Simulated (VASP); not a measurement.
# Al4Pt (F-43m) in VASP: notebook

The runs below take Al4Pt through single point, relaxation of cell and atoms, with PBE.

Everything below comes from runs of VASP 6.6.1. Logs are shortened: lines on timing, memory, paths and dates and some standing lists are left out, and cuts for length are marked.

## 1. The cell of the first run

It takes space group F-43m (No. 216, cubic). The conventional cell has a = 6.772 Å, b = 6.772 Å, c = 6.772 Å, α = 90.00°, β = 90.00°, γ = 90.00°. Within 2.8 Å of Al (site symmetry 3m) lie 6 Al at 2.02 to 2.77 Å and 3 Pt at 2.78 Å. Within 3.7 Å of Pt (site symmetry -43m) lie 12 Al at 2.78 Å.

The cell was generated, and may not be a known phase.

## 2. Single point, PBE

File INCAR:

```
SYSTEM = Al4Pt
ALGO = Normal
EDIFF = 1E-7
ENCUT = 520
GGA = PE
ISIF = 2
ISMEAR = 0
LASPH = .True.
LCHARG = .True.
LELF = .True.
LREAL = .False.
LVHAR = .True.
LWAVE = .False.
NBANDS = 19
NELM = 60
PREC = Accurate
SIGMA = 0.1
```

File KPOINTS:

```
k-points
0
Gamma
  4 4 4
  0 0 0
```

File POSCAR:

```
Al4Pt
1.0
    0.0000000000      3.3858068700      3.3858068700
    3.3858068700      0.0000000000      3.3858068700
    3.3858068700      3.3858068700      0.0000000000
Al Pt
4 1
Direct
    0.8555291500      0.8555291500      0.8555291500
    0.8555291500      0.8555291500      0.4334125500
    0.8555291500      0.4334125500      0.8555291500
    0.4334125500      0.8555291500      0.8555291500
    0.5000000000      0.5000000000      0.5000000000
```

Potentials or basis: VASP PAW PBE potentials, release 64 (Al, Pt).

Started as:

```console
> cat potpaw_PBE.64/Al/POTCAR potpaw_PBE.64/Pt/POTCAR > POTCAR
> mpirun -np 1 vasp_std > vasp.out
```

OUTCAR:

```text
SYSTEM = Al4Pt
   EDIFF = 1E-7
   ENCUT = 520
   GGA = PE
   ISIF = 2
   ISMEAR = 0
   LASPH = .True.
   LREAL = .False.
   NELM = 60
   PREC = Accurate

 ion  position               nearest neighbor table
   1  0.856  0.856  0.856-   2 2.02   3 2.02   4 2.02   4 2.77   3 2.77   2 2.77   5 2.78   5 2.78
                             5 2.78
   2  0.856  0.856  0.433-   1 2.02   3 2.02   4 2.02   3 2.77   4 2.77   1 2.77   5 2.78   5 2.78
                             5 2.78
   3  0.856  0.433  0.856-   1 2.02   2 2.02   4 2.02   4 2.77   2 2.77   1 2.77   5 2.78   5 2.78
                             5 2.78
   4  0.433  0.856  0.856-   1 2.02   2 2.02   3 2.02   3 2.77   2 2.77   1 2.77   5 2.78   5 2.78
                             5 2.78
   5  0.500  0.500  0.500-   3 2.78   4 2.78   2 2.78   4 2.78   2 2.78   3 2.78   1 2.78   1 2.78
                             1 2.78   2 2.78   3 2.78   4 2.78

  LATTYP: Found a face centered cubic cell.
 ALAT       =     6.7716137400

  Lattice vectors:

 A1 = (   0.0000000000,   3.3858068700,   3.3858068700)
 A2 = (   3.3858068700,   0.0000000000,   3.3858068700)
 A3 = (   3.3858068700,   3.3858068700,   0.0000000000)

Analysis of symmetry for initial positions (statically):
=====================================================================
 Subroutine PRICEL returns:
 Original cell was already a primitive cell.

 Routine SETGRP: Setting up the symmetry group for a
 face centered cubic supercell.

 Subroutine GETGRP returns: Found 24 space group operations
 (whereof 24 operations were pure point group operations)
 out of a pool of 48 trial point group operations.

The static configuration has the point symmetry T_d .

Analysis of symmetry for dynamics (positions and initial velocities):
=====================================================================
 Subroutine PRICEL returns:
 Original cell was already a primitive cell.

 Routine SETGRP: Setting up the symmetry group for a
 face centered cubic supercell.

 Subroutine GETGRP returns: Found 24 space group operations
 (whereof 24 operations were pure point group operations)
 out of a pool of 48 trial point group operations.

The dynamic configuration has the point symmetry T_d .

 Subroutine INISYM returns: Found 24 space group operations
 (whereof 24 operations are pure point group operations),
 and found     1 'primitive' translations

----------------------------------------------------------------------------------------

                                     Primitive cell

  volume of cell :      77.6277

  direct lattice vectors                    reciprocal lattice vectors
     0.000000000  3.385806870  3.385806870    -0.147675287  0.147675287  0.147675287
     3.385806870  0.000000000  3.385806870     0.147675287 -0.147675287  0.147675287
     3.385806870  3.385806870  0.000000000     0.147675287  0.147675287 -0.147675287

  length of vectors
     4.788253995  4.788253995  4.788253995     0.255781099  0.255781099  0.255781099

  position of ions in fractional coordinates (direct lattice)
     0.855529150  0.855529150  0.855529150
     0.855529150  0.855529150  0.433412550
     0.855529150  0.433412550  0.855529150
     0.433412550  0.855529150  0.855529150
     0.500000000  0.500000000  0.500000000

  ion indices of the primitive-cell ions
   primitive index   ion index
                 1           1
                 2           2
                 3           3
                 4           4
                 5           5

----------------------------------------------------------------------------------------

 KPOINTS: k-points

Automatic generation of k-mesh.
 Grid dimensions read from file:
 generate k-points for:    4    4    4

 Generating k-lattice:

  Cartesian coordinates                     Fractional coordinates (reciprocal lattice)
    -0.036918822  0.036918822  0.036918822     0.250000000  0.000000000  0.000000000
     0.036918822 -0.036918822  0.036918822     0.000000000  0.250000000  0.000000000
     0.036918822  0.036918822 -0.036918822     0.000000000  0.000000000  0.250000000

  Length of vectors
     0.063945275  0.063945275  0.063945275

  Shift w.r.t. Gamma in fractional coordinates (k-lattice)
     0.000000000  0.000000000  0.000000000

 Subroutine IBZKPT returns following result:
 ===========================================

 Found      8 irreducible k-points:

 Following reciprocal coordinates:
            Coordinates               Weight
  0.000000  0.000000  0.000000      1.000000
  0.250000  0.000000  0.000000      8.000000
  0.500000  0.000000  0.000000      4.000000
  0.250000  0.250000  0.000000      6.000000
  0.500000  0.250000  0.000000     24.000000
 -0.250000  0.250000  0.000000     12.000000
  0.500000  0.500000  0.000000      3.000000
 -0.250000  0.500000  0.250000      6.000000
   k-points           NKPTS =      8   k-points in BZ     NKDIM =      8   number of bands    NBANDS=     19
   number of dos      NEDOS =    301   number of ions     NIONS =      5
   total plane-waves  NPLWV =  46656
   dimension x,y,z NGX =    36 NGY =   36 NGZ =   36
   dimension x,y,z NGXF=    72 NGYF=   72 NGZF=   72
   ions per type =               4   1
   NGX,Y,Z   is equivalent  to a cutoff of  12.50, 12.50, 12.50 a.u.
   NGXF,Y,Z  is equivalent  to a cutoff of  25.00, 25.00, 25.00 a.u.
 SYSTEM =  Al4Pt
   PREC   = accura    normal or accurate (medium, high low for compatibility)
   ISTART =      0    job   : 0-new  1-cont  2-samecut
   ICHARG =      2    charge: 1-file 2-atom 10-const
   ISPIN  =      1    spin polarized calculation?
   LNONCOLLINEAR =      F non collinear calculations
   LSORBIT =      F    spin-orbit coupling
   LASPH  =      T    aspherical Exc in radial PAW
   ENCUT  =  520.0 eV  38.22 Ry    6.18 a.u.   8.90  8.90  8.90*2*pi/ulx,y,z
   NELM   =     60;   NELMIN=  2; NELMDL= -5     # of ELM steps
   EDIFF  = 0.1E-06   stopping-criterion for ELM
   LREAL  =      F    real-space projection
   EDIFFG = 0.1E-05   stopping-criterion for IOM
   NSW    =      0    number of steps for IOM
   IBRION =     -1    ionic relax: 0-MD 1-quasi-New 2-CG
   NFREE  =      0    steps in history (QN), initial steepest desc. (CG)
   ISIF   =      2    stress and relaxation
   ISYM   =      2    0-nonsym 1-usesym 2-fastsym
   POTIM  = 0.5000    time-step for ionic-motion
   TEBEG  =    0.0;   TEEND  =   0.0 temperature during run
   PSTRESS=    0.0 pullay stress
   NELECT =      22.0000    total number of electrons
   NUPDOWN=      -1.0000    fix difference up-down
   EMIN   =  10.00;   EMAX   =-10.00  energy-range for DOS
   EFERMI =   0.00;   METHOD = LEGACY
   ISMEAR =     0;   SIGMA  =   0.10  broadening in eV -4-tet -1-fermi 0-gaus
   EFERMI_NEDOS =   21; number of points for ismear=-14 and -15
   IALGO  =     38    algorithm
   IMIX   =      4    mixing-type and parameters
     AMIX     =   0.40;   BMIX     =  1.00
     AMIX_MAG =   1.60;   BMIX_MAG =  1.00
  volume/ion in A,a.u.               =      15.53       104.77
  Fermi-wavevector in a.u.,A,eV,Ry     =   1.075334  2.032087 15.733017  1.156344
  Thomas-Fermi vector in A             =   2.211188
   LORBIT       =      0    0 simple, 1 ext, 2 COOP (PROOUT), +10 PAW based schemes
   GGA     = PE    functional components
   LHFCALC =     F    Hartree Fock is set to
   AEXX    =    0.0000 exact exchange contribution
   IVDW    =     0    specifies the selected vdW correction
   LEPSILON=     F    determine dielectric tensor
   LRPA    =     F    only Hartree local field effects (RPA)
 non-spin polarized calculation
 Gauss-broadening in eV      SIGMA  =   0.10
  energy-cutoff  :      520.00
  volume of cell :       77.63
 maximum number of plane-waves:      2120
   NGX = 17   NGY = 17   NGZ = 17

 number of electron      22.0000002 magnetization

 Free energy of the ion-electron system (eV)
  ---------------------------------------------------
  ext. energy  EPLUGINS =         0.00000000
  ---------------------------------------------------
  free energy    TOTEN  =       -12.88940649 eV

  energy without entropy =      -12.88480935  energy(sigma->0) =      -12.88710792

 E-fermi :   9.3147     XC(G=0): -10.6734

 val. band max:        9.0111040012   @ k =   0.0000   0.0000   0.0000
 cond. band min:       9.4274695977   @ k =   0.2500   0.0000   0.0000
 fundamental gap:      0.4163655965
 Fermi energy:         9.3146588316

 k-point     1 :       0.0000    0.0000    0.0000
  band No.  band energies     occupation
      1      -3.4058      2.00000
      2       3.1617      2.00000
      3       3.1617      2.00000
      4       3.1617      2.00000
      5       3.7778      2.00000
      6       4.2188      2.00000
[... 11 lines left out ...]
     18      12.2477      0.00000
     19      12.2477      0.00000

 k-point     2 :       0.2500    0.0000    0.0000
  band No.  band energies     occupation
      1      -2.9518      2.00000
      2       1.8359      2.00000
      3       3.2157      2.00000
      4       3.2157      2.00000
      5       4.1684      2.00000
      6       4.1684      2.00000
[... 11 lines left out ...]
     18      14.5912      0.00000
     19      14.5912      0.00000

 k-point     3 :       0.5000    0.0000    0.0000
  band No.  band energies     occupation
      1      -2.2804      2.00000
      2       0.7157      2.00000
      3       3.1682      2.00000
      4       3.1682      2.00000
      5       3.7028      2.00000
      6       4.3696      2.00000
[... 11 lines left out ...]
     18      13.2911      0.00000
     19      14.3874      0.00000

 k-point     4 :       0.2500    0.2500    0.0000
  band No.  band energies     occupation
      1      -2.7959      2.00000
      2       1.6716      2.00000
      3       3.2292      2.00000
      4       3.2292      2.00000
      5       3.6013      2.00000
      6       4.4023      2.00000
[... 11 lines left out ...]
     18      13.8460      0.00000
     19      14.5946      0.00000

 k-point     5 :       0.5000    0.2500    0.0000
  band No.  band energies     occupation
      1      -2.1035      2.00000
      2       0.9587      2.00000
      3       2.1957      2.00000
      4       3.2675      2.00000
      5       4.1245      2.00000
      6       4.2903      2.00000
[... 11 lines left out ...]
     18      13.9506      0.00000
     19      16.1314      0.00000

 k-point     6 :      -0.2500    0.2500    0.0000
  band No.  band energies     occupation
      1      -2.3526      2.00000
      2       1.3871      2.00000
      3       2.0194      2.00000
      4       3.2975      2.00000
      5       4.0982      2.00000
      6       4.2932      2.00000
[... 11 lines left out ...]
     18      14.6650      0.00000
     19      15.9067      0.00000

 k-point     7 :       0.5000    0.5000    0.0000
  band No.  band energies     occupation
      1      -1.8321      2.00000
      2       0.4478      2.00000
      3       3.3636      2.00000
      4       3.3981      2.00000
      5       3.3981      2.00000
      6       4.0208      2.00000
[... 11 lines left out ...]
     18      15.8888      0.00000
     19      15.8888      0.00000

 k-point     8 :      -0.2500    0.5000    0.2500
  band No.  band energies     occupation
      1      -1.8265      2.00000
      2       1.1214      2.00000
      3       1.4862      2.00000
      4       3.2281      2.00000
      5       4.0841      2.00000
      6       4.3287      2.00000
[... 11 lines left out ...]
     18      15.5958      0.00000
     19      16.0335      0.00000

------------------------ aborting loop because EDIFF is reached ----------------------------------------

  FORCE on cell =-STRESS in cart. coord.  units (eV):
  Direction    XX          YY          ZZ          XY          YZ          ZX
  --------------------------------------------------------------------------------------
  -------------------------------------------------------------------------------------
  Total       23.2308357     23.2308357     23.2308357     -0.0000000     -0.0000000      0.0000000
  in kB      479.4671683    479.4671683    479.4671683     -0.0000000     -0.0000000      0.0000000
  external PRESSURE =     479.4671683 kB  Pullay stress =       0.0000000 kB

 VOLUME and BASIS-vectors are now :
 -----------------------------------------------------------------------------
  energy-cutoff  :      520.00
  volume of cell :       77.63
      direct lattice vectors                 reciprocal lattice vectors
     0.000000000  3.385806870  3.385806870    -0.147675287  0.147675287  0.147675287
     3.385806870  0.000000000  3.385806870     0.147675287 -0.147675287  0.147675287
     3.385806870  3.385806870  0.000000000     0.147675287  0.147675287 -0.147675287

 POSITION                                       TOTAL-FORCE (eV/Angst)
 -----------------------------------------------------------------------------------
      5.79331      5.79331      5.79331         9.209759      9.209759      9.209759
      4.36411      4.36411      5.79331        -9.209759     -9.209759      9.209759
      4.36411      5.79331      4.36411        -9.209759      9.209759     -9.209759
      5.79331      4.36411      4.36411         9.209759     -9.209759     -9.209759
      3.38581      3.38581      3.38581         0.000000      0.000000      0.000000
 -----------------------------------------------------------------------------------
    total drift:                               -0.000000     -0.000000     -0.000000

  FREE ENERGIE OF THE ION-ELECTRON SYSTEM (eV)
  ---------------------------------------------------
  free  energy   TOTEN  =       -12.8894064852 eV

  energy  without entropy=      -12.8848093547  energy(sigma->0) =      -12.88710792
```

It took 29 s on 1 thread of Intel Xeon 8259CL, shared host; peak memory 0.2 GiB.

What came out:

```
Free energy            : -12.8894 eV
Pressure               : 47.9 GPa
Largest force          : 15.952 eV/Å
Band gap on the k mesh : zero (bands 11 and 12 overlap by 0.46 eV)
```

Forces in eV/Å, atoms in the order of the input:
```
Al   9.210  9.210  9.210
Al  -9.210 -9.210  9.210
Al  -9.210  9.210 -9.210
Al   9.210 -9.210 -9.210
Pt   0.000  0.000  0.000
```

Caveat: the k points lie up to 0.40 Å⁻¹ apart; spin-orbit coupling is left out, which moves the levels of the heavy elements; forces of over 1 eV/Å act on the atoms, so gaps and moduli don't describe the material at rest.

(Part 1 of 3 ends here.)

The gap in the log of VASP goes by the Fermi energy; the results here count the filled bands.